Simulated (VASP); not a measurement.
# Al2O3 (R-3c) in VASP: a series of runs

Al2O3 is run at these levels: PBE; tasks: single point.

Program: VASP 6.6.1. These are calculated values, not measurements. Logs are shortened: lines on timing, memory, paths and dates and some standing lists are left out, and cuts for length are marked.

## (1) The cell of the first run

The structure is trigonal, space group R-3c (No. 167). The conventional cell has a = 4.920 Å, b = 4.920 Å, c = 12.531 Å, α = 90.00°, β = 90.00°, γ = 120.00°. Al (site symmetry 3) has 6 O at 1.84 to 2.07 Å within 2.4 Å. O (site symmetry 2) has 4 Al at 1.84 to 2.07 Å within 2.4 Å.

## (2) Single point, PBE

File INCAR:

```
SYSTEM = Al2O3
ALGO = Normal
EDIFF = 1E-7
ENCUT = 520
GGA = PE
ISIF = 2
ISMEAR = 0
LASPH = .TRUE.
LCHARG = .FALSE.
LREAL = .FALSE.
LWAVE = .FALSE.
NBANDS = 35
NELM = 60
PREC = Accurate
SIGMA = 0.05
```

File KPOINTS:

```
k-points
0
G
  6 6 6
  0 0 0
```

File POSCAR:

```
Al2O3
1.0
    2.4600251504      1.4202961828      4.1771227054
   -2.4600251504      1.4202961828      4.1771227054
    0.0000000000     -2.8405923656      4.1771227054
Al O
4 6
Direct
    0.8635611633      0.8635611633      0.8635611633
    0.6364388367      0.6364388367      0.6364388367
    0.1364388367      0.1364388367      0.1364388367
    0.3635611633      0.3635611633      0.3635611633
    0.0561574040      0.4438425960      0.7500000000
    0.7500000000      0.0561574040      0.4438425960
    0.4438425960      0.7500000000      0.0561574040
    0.9438425960      0.5561574040      0.2500000000
    0.2500000000      0.9438425960      0.5561574040
    0.5561574040      0.2500000000      0.9438425960
```

Potentials or basis: VASP PAW PBE potentials, release 64 (Al, O).

The run is started by

```
$ cat potpaw_PBE.64/Al/POTCAR potpaw_PBE.64/O/POTCAR > POTCAR
$ mpirun -np 1 vasp_std > vasp.out
```

OUTCAR:

```text
SYSTEM = Al2O3
   EDIFF = 1E-7
   ENCUT = 520
   GGA = PE
   ISIF = 2
   ISMEAR = 0
   LASPH = .TRUE.
   LREAL = .FALSE.
   NELM = 60
   PREC = Accurate

 ion  position               nearest neighbor table
   1  0.864  0.864  0.864-  10 1.84   8 1.84   9 1.84   5 2.07   7 2.07   6 2.07   2 2.85   3 2.94
                             3 2.94   3 2.94   2 3.14   2 3.14   2 3.14
   2  0.636  0.636  0.636-   9 1.84   8 1.84  10 1.84   5 2.07   7 2.07   6 2.07   1 2.85   4 2.94
                             4 2.94   4 2.94   1 3.14   1 3.14   1 3.14
   3  0.136  0.136  0.136-   7 1.84   5 1.84   6 1.84   8 2.07   9 2.07  10 2.07   4 2.85   1 2.94
                             1 2.94   1 2.94   4 3.14   4 3.14   4 3.14
   4  0.364  0.364  0.364-   6 1.84   5 1.84   7 1.84   8 2.07   9 2.07  10 2.07   3 2.85   2 2.94
                             2 2.94   2 2.94   3 3.14   3 3.14   3 3.14
   5  0.056  0.444  0.750-   3 1.84   4 1.84   1 2.07   2 2.07
   6  0.750  0.056  0.444-   4 1.84   3 1.84   1 2.07   2 2.07
   7  0.444  0.750  0.056-   3 1.84   4 1.84   1 2.07   2 2.07
   8  0.944  0.556  0.250-   1 1.84   2 1.84   3 2.07   4 2.07
   9  0.250  0.944  0.556-   2 1.84   1 1.84   3 2.07   4 2.07
  10  0.556  0.250  0.944-   1 1.84   2 1.84   3 2.07   4 2.07

  LATTYP: Found a trigonal (rhomboedric) cell.
 ALAT       =     5.0514670229
 COS(alpha) =     0.5256771512

  Lattice vectors:

 A1 = (   2.4600251504,   1.4202961828,   4.1771227054)
 A2 = (  -2.4600251504,   1.4202961828,   4.1771227054)
 A3 = (   0.0000000000,  -2.8405923656,   4.1771227054)

Analysis of symmetry for initial positions (statically):
=====================================================================
 Subroutine PRICEL returns:
 Original cell was already a primitive cell.

 Routine SETGRP: Setting up the symmetry group for a
 trigonal (rhombohedral) supercell.

 Subroutine GETGRP returns: Found 12 space group operations
 (whereof  6 operations were pure point group operations)
 out of a pool of 12 trial point group operations.

The static configuration has the point symmetry S_6 .
 The point group associated with its full space group is D_3d.

Analysis of symmetry for dynamics (positions and initial velocities):
=====================================================================
 Subroutine PRICEL returns:
 Original cell was already a primitive cell.

 Routine SETGRP: Setting up the symmetry group for a
 trigonal (rhombohedral) supercell.

 Subroutine GETGRP returns: Found 12 space group operations
 (whereof  6 operations were pure point group operations)
 out of a pool of 12 trial point group operations.

The dynamic configuration has the point symmetry S_6 .
 The point group associated with its full space group is D_3d.

 Subroutine INISYM returns: Found 12 space group operations
 (whereof  6 operations are pure point group operations),
 and found     1 'primitive' translations

----------------------------------------------------------------------------------------

                                     Primitive cell

  volume of cell :      87.5683

  direct lattice vectors                    reciprocal lattice vectors
     2.460025150  1.420296183  4.177122705     0.203249955  0.117346416  0.079799747
    -2.460025150  1.420296183  4.177122705    -0.203249955  0.117346416  0.079799747
     0.000000000 -2.840592366  4.177122705     0.000000000 -0.234692832  0.079799747

  length of vectors
     5.051467023  5.051467023  5.051467023     0.247888533  0.247888533  0.247888533

  position of ions in fractional coordinates (direct lattice)
     0.863561163  0.863561163  0.863561163
     0.636438837  0.636438837  0.636438837
     0.136438837  0.136438837  0.136438837
     0.363561163  0.363561163  0.363561163
     0.056157404  0.443842596  0.750000000
     0.750000000  0.056157404  0.443842596
     0.443842596  0.750000000  0.056157404
     0.943842596  0.556157404  0.250000000
     0.250000000  0.943842596  0.556157404
     0.556157404  0.250000000  0.943842596

  ion indices of the primitive-cell ions
   primitive index   ion index
                 1           1
                 2           2
                 3           3
                 4           4
                 5           5
                 6           6
                 7           7
                 8           8
                 9           9
                10          10

----------------------------------------------------------------------------------------

 KPOINTS: k-points

Automatic generation of k-mesh.
 Grid dimensions read from file:
 generate k-points for:    6    6    6

 Generating k-lattice:

  Cartesian coordinates                     Fractional coordinates (reciprocal lattice)
     0.033874992  0.019557736  0.013299958     0.166666667  0.000000000  0.000000000
    -0.033874992  0.019557736  0.013299958     0.000000000  0.166666667  0.000000000
     0.000000000 -0.039115472  0.013299958     0.000000000  0.000000000  0.166666667

  Length of vectors
     0.041314756  0.041314756  0.041314756

  Shift w.r.t. Gamma in fractional coordinates (k-lattice)
     0.000000000  0.000000000  0.000000000

 Subroutine IBZKPT returns following result:
 ===========================================

 Found     32 irreducible k-points:

 Following reciprocal coordinates:
            Coordinates               Weight
  0.000000  0.000000  0.000000      1.000000
  0.166667  0.000000  0.000000      6.000000
  0.333333  0.000000  0.000000      6.000000
  0.500000  0.000000  0.000000      3.000000
  0.166667  0.166667  0.000000      6.000000
  0.333333  0.166667  0.000000     12.000000
[... 16 lines left out ...]
  0.500000  0.500000  0.166667      6.000000
 -0.333333  0.500000  0.166667     12.000000
 [... further k-points ...]
   k-points           NKPTS =     32   k-points in BZ     NKDIM =     32   number of bands    NBANDS=     35
   number of dos      NEDOS =    301   number of ions     NIONS =     10
   total plane-waves  NPLWV =  64000
   dimension x,y,z NGX =    40 NGY =   40 NGZ =   40
   dimension x,y,z NGXF=    80 NGYF=   80 NGZF=   80
   ions per type =               4   6
   NGX,Y,Z   is equivalent  to a cutoff of  13.16, 13.16, 13.16 a.u.
   NGXF,Y,Z  is equivalent  to a cutoff of  26.33, 26.33, 26.33 a.u.
 SYSTEM =  Al2O3
   PREC   = accura    normal or accurate (medium, high low for compatibility)
   ISTART =      0    job   : 0-new  1-cont  2-samecut
   ICHARG =      2    charge: 1-file 2-atom 10-const
   ISPIN  =      1    spin polarized calculation?
   LNONCOLLINEAR =      F non collinear calculations
   LSORBIT =      F    spin-orbit coupling
   LASPH  =      T    aspherical Exc in radial PAW
   ENCUT  =  520.0 eV  38.22 Ry    6.18 a.u.   9.39  9.39  9.39*2*pi/ulx,y,z
   NELM   =     60;   NELMIN=  2; NELMDL= -5     # of ELM steps
   EDIFF  = 0.1E-06   stopping-criterion for ELM
   LREAL  =      F    real-space projection
   EDIFFG = 0.1E-05   stopping-criterion for IOM
   NSW    =      0    number of steps for IOM
   IBRION =     -1    ionic relax: 0-MD 1-quasi-New 2-CG
   NFREE  =      0    steps in history (QN), initial steepest desc. (CG)
   ISIF   =      2    stress and relaxation
   ISYM   =      2    0-nonsym 1-usesym 2-fastsym
   POTIM  = 0.5000    time-step for ionic-motion
   TEBEG  =    0.0;   TEEND  =   0.0 temperature during run
   PSTRESS=    0.0 pullay stress
   NELECT =      48.0000    total number of electrons
   NUPDOWN=      -1.0000    fix difference up-down
   EMIN   =  10.00;   EMAX   =-10.00  energy-range for DOS
   EFERMI =   0.00;   METHOD = LEGACY
   ISMEAR =     0;   SIGMA  =   0.05  broadening in eV -4-tet -1-fermi 0-gaus
   EFERMI_NEDOS =   21; number of points for ismear=-14 and -15
   IALGO  =     38    algorithm
   IMIX   =      4    mixing-type and parameters
     AMIX     =   0.40;   BMIX     =  1.00
     AMIX_MAG =   1.60;   BMIX_MAG =  1.00
  volume/ion in A,a.u.               =       8.76        59.09
  Fermi-wavevector in a.u.,A,eV,Ry     =   1.339799  2.531853 24.423286  1.795061
  Thomas-Fermi vector in A             =   2.468162
   LORBIT       =      0    0 simple, 1 ext, 2 COOP (PROOUT), +10 PAW based schemes
   GGA     = PE    functional components
   LHFCALC =     F    Hartree Fock is set to
   AEXX    =    0.0000 exact exchange contribution
   IVDW    =     0    specifies the selected vdW correction
   LEPSILON=     F    determine dielectric tensor
   LRPA    =     F    only Hartree local field effects (RPA)
 non-spin polarized calculation
 Gauss-broadening in eV      SIGMA  =   0.05
  energy-cutoff  :      520.00
  volume of cell :       87.57
 maximum number of plane-waves:      2379
 NGX is ok and might be reduce to    40

 number of electron      47.9999987 magnetization

 Free energy of the ion-electron system (eV)
  ---------------------------------------------------
  ext. energy  EPLUGINS =         0.00000000
  ---------------------------------------------------
  free energy    TOTEN  =       -74.10522964 eV

  energy without entropy =      -74.10522964  energy(sigma->0) =      -74.10522964

 E-fermi :   6.7217     XC(G=0): -11.5783

 val. band max:        6.4143725394   @ k =   0.0000   0.0000   0.0000
 cond. band min:      11.2724494815   @ k =   0.0000   0.0000   0.0000
 fundamental gap:      4.8580769421
 Fermi energy:         6.7216584484

 k-point     1 :       0.0000    0.0000    0.0000
  band No.  band energies     occupation
      1     -13.0293      2.00000
      2     -10.6415      2.00000
      3     -10.6415      2.00000
      4     -10.5193      2.00000
      5     -10.3421      2.00000
      6     -10.3421      2.00000
[... 27 lines left out ...]
     34      18.2999      0.00000
     35      19.9612      0.00000
[... 843 lines left out ...]
      5     -10.4011      2.00000
      6     -10.2424      2.00000
[... 27 lines left out ...]
     34      18.8711      0.00000
     35      18.9232      0.00000

 [... further k-points ...]

------------------------ aborting loop because EDIFF is reached ----------------------------------------

  FORCE on cell =-STRESS in cart. coord.  units (eV):
  Direction    XX          YY          ZZ          XY          YZ          ZX
  --------------------------------------------------------------------------------------
  -------------------------------------------------------------------------------------
  Total       -2.2290607     -2.2290607      5.9887321      0.0000000      0.0000000      0.0000000
  in kB      -40.7835965    -40.7835965    109.5717292      0.0000000      0.0000000      0.0000000
  external PRESSURE =       9.3348454 kB  Pullay stress =       0.0000000 kB

 VOLUME and BASIS-vectors are now :
 -----------------------------------------------------------------------------
  energy-cutoff  :      520.00
  volume of cell :       87.57
      direct lattice vectors                 reciprocal lattice vectors
     2.460025150  1.420296183  4.177122705     0.203249955  0.117346416  0.079799747
    -2.460025150  1.420296183  4.177122705    -0.203249955  0.117346416  0.079799747
     0.000000000 -2.840592366  4.177122705     0.000000000 -0.234692832  0.079799747

 POSITION                                       TOTAL-FORCE (eV/Angst)
 -----------------------------------------------------------------------------------
      0.00000      0.00000     10.82160        -0.000000     -0.000000     -1.680216
      0.00000      0.00000      7.97545        -0.000000      0.000000      1.680216
      0.00000      0.00000      1.70977        -0.000000      0.000000      1.680216
      0.00000      0.00000      4.55592        -0.000000      0.000000     -1.680216
     -0.95372     -1.42030      5.22140        -0.236248      0.000000     -0.000000
      1.70687     -0.11579      5.22140         0.118124     -0.204597     -0.000000
     -0.75315      1.53609      5.22140         0.118124      0.204597     -0.000000
      0.95372      1.42030      7.30996         0.236248     -0.000000     -0.000000
     -1.70687      0.11579      7.30996        -0.118124      0.204597     -0.000000
      0.75315     -1.53609      7.30996        -0.118124     -0.204597     -0.000000
 -----------------------------------------------------------------------------------
    total drift:                               -0.000000      0.000000     -0.000000

  FREE ENERGIE OF THE ION-ELECTRON SYSTEM (eV)
  ---------------------------------------------------
  free  energy   TOTEN  =       -74.1052296411 eV

  energy  without entropy=      -74.1052296411  energy(sigma->0) =      -74.10522964
```

Wall time 60 s (1 thread of AMD EPYC 9R45 (Zen 5), shared host); peak memory 0.23 GiB.

Results:

| Quantity | Value |
| --- | --- |
| Free energy | -74.1052 eV |
| Pressure | 0.9 GPa |
| Largest force | 1.680 eV/Å |
| Band gap on the k mesh | 4.86 eV |

Forces on the atoms (eV/Å):
```
Al   0.000  0.000 -1.680
Al   0.000  0.000  1.680
Al   0.000  0.000  1.680
Al   0.000  0.000 -1.680
O   -0.236  0.000  0.000
O    0.118 -0.205  0.000
O    0.118  0.205  0.000
O    0.236  0.000  0.000
O   -0.118  0.205  0.000
O   -0.118 -0.205  0.000
```

Stress tensor (GPa, compression positive):
```
-4.08  0.00  0.00
 0.00 -4.08  0.00
 0.00  0.00 10.96
```

Levels at points of the mesh, in eV from the valence-band top:
| k point | band 20 | band 21 | band 22 | band 23 | band 24 | band 25 | band 26 | band 27 | band 28 | band 29 |
| --- | --- | --- | --- | --- | --- | --- | --- | --- | --- | --- |
| (0.00, 0.00, 0.00) | -0.95 | -0.95 | -0.67 | -0.67 | 0.00 | 4.86 | 8.12 | 9.51 | 9.59 | 10.57 |
| (0.50, 0.00, 0.00) | -1.74 | -1.28 | -1.28 | -0.52 | -0.52 | 7.89 | 7.89 | 8.75 | 8.75 | 10.49 |
| (0.50, 0.50, 0.00) | -1.64 | -1.53 | -1.52 | -0.80 | -0.64 | 8.08 | 8.20 | 8.92 | 9.44 | 9.61 |
| (0.50, 0.50, 0.50) | -2.17 | -1.11 | -1.11 | -1.11 | -1.11 | 7.38 | 7.38 | 9.48 | 9.48 | 10.92 |

Caveat: the stress differs along the axes, from -4 to 11 GPa; forces of over 1 eV/Å act on the atoms, so gaps and moduli don't describe the material at rest.

## (3) Single point, PBE

This run uses another cell than the first one, of the same volume but with other edges.

File INCAR:

```
SYSTEM = Al2O3
ALGO = Normal
EDIFF = 1E-6
ENCUT = 520
GGA = PE
ISIF = 2
ISMEAR = 0
LASPH = .TRUE.
LCHARG = .TRUE.
LELF = .TRUE.
LREAL = .FALSE.
LVHAR = .TRUE.
LWAVE = .FALSE.
NBANDS = 35
NELM = 60
PREC = Accurate
SIGMA = 0.05
```

KPOINTS is that of step 2.

File POSCAR:

```
Al2O3
1.0
    2.3529178629      1.3584577615      4.5660724047
   -2.3529178629      1.3584577615      4.5660724047
    0.0000000000     -2.7169155230      4.5660724047
Al O
4 6
Direct
    0.8559399590      0.8559399590      0.8559399590
    0.6440600410      0.6440600410      0.6440600410
    0.1440600410      0.1440600410      0.1440600410
    0.3559399590      0.3559399590      0.3559399590
    0.0561574040      0.4438425960      0.7500000000
    0.7500000000      0.0561574040      0.4438425960
    0.4438425960      0.7500000000      0.0561574040
    0.9438425960      0.5561574040      0.2500000000
    0.2500000000      0.9438425960      0.5561574040
    0.5561574040      0.2500000000      0.9438425960
```

Potentials or basis: VASP PAW PBE potentials, release 64 (Al, O).

The run is started by

```
$ cat potpaw_PBE.64/Al/POTCAR potpaw_PBE.64/O/POTCAR > POTCAR
$ mpirun -np 1 vasp_std > vasp.out
```

Run time: 64 s. Hardware: 1 thread of AMD EPYC 9R45 (Zen 5), shared host; peak memory 0.22 GiB.

Results (log left out):

- Free energy: -74.3703 eV
- Pressure: 2.2 GPa
- Largest force: 0.984 eV/Å
- Band gap on the k mesh: 5.58 eV

Forces in eV/Å, atoms in the order of the input:
```
Al   0.000  0.000 -0.984
Al   0.000  0.000  0.984
Al   0.000  0.000  0.984
Al   0.000  0.000 -0.984
O    0.034  0.000  0.000
O   -0.017  0.030  0.000
O   -0.017 -0.030  0.000
O   -0.034  0.000  0.000
O    0.017 -0.030  0.000
O    0.017  0.030  0.000
```

Stress tensor (GPa, compression positive):
```
 11.59   0.00   0.00
  0.00  11.59   0.00
  0.00   0.00 -16.60
```

Levels at points of the mesh, in eV from the valence-band top:
```csv
k point,band 21,band 22,band 23,band 24,band 25,band 26,band 27,band 28
"(0.00, 0.00, 0.00)",-0.51,-0.51,0.00,0.00,5.58,9.33,9.78,10.42
"(0.50, 0.00, 0.00)",-1.08,-1.08,-0.48,-0.48,8.65,8.65,9.03,9.03
"(0.50, 0.50, 0.00)",-1.15,-1.00,-0.92,-0.51,8.89,9.30,9.82,9.84
"(0.50, 0.50, 0.50)",-0.30,-0.30,-0.30,-0.30,8.36,8.36,10.20,10.20
```

Caveat: the stress differs along the axes, from -17 to 12 GPa.
